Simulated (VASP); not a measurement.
A run of VASP 6.6.1:

The input INCAR:

```
  PREC = Accurate
  ENCUT = 500
  EDIFF = 1E-6
  ISMEAR = 0
  SIGMA = 0.1
  LREAL = False
  LASPH = True
  NELM = 120
  ALGO = Normal
  ISIF = 2
  LWAVE = False
  LCHARG = False
  GGA = PS
  NBANDS = 16
  GGA_COMPAT = False
```

Contents of KPOINTS:

```
regular mesh
0
Gamma
  6 6 6
```

The input POSCAR:

```
GaP
1.0
    0.0000000000      2.7258124900      2.7258124900
    2.7258124900      0.0000000000      2.7258124900
    2.7258124900      2.7258124900      0.0000000000
Ga P
1 1
Direct
    0.0000000000      0.0000000000      0.0000000000
    0.2500000000      0.2500000000      0.2500000000
```

Potentials or basis: VASP PAW PBE potentials, release 64 (Ga_d, P).

Launch:

```bash
$ cat potpaw_PBE.64/Ga_d/POTCAR potpaw_PBE.64/P/POTCAR > POTCAR
$ mpirun -np 1 vasp_std > vasp.out
```

Hardware: 1 thread of Intel(R) Xeon(R) Platinum 8488C (Sapphire Rapids), on a shared host.

How long does it take, and how much memory?

It took 9.9 s on 1 thread of Intel(R) Xeon(R) Platinum 8488C (Sapphire Rapids), on a shared host, peak memory 0.15 GiB. Counts: scf iterations 12, k points 16.
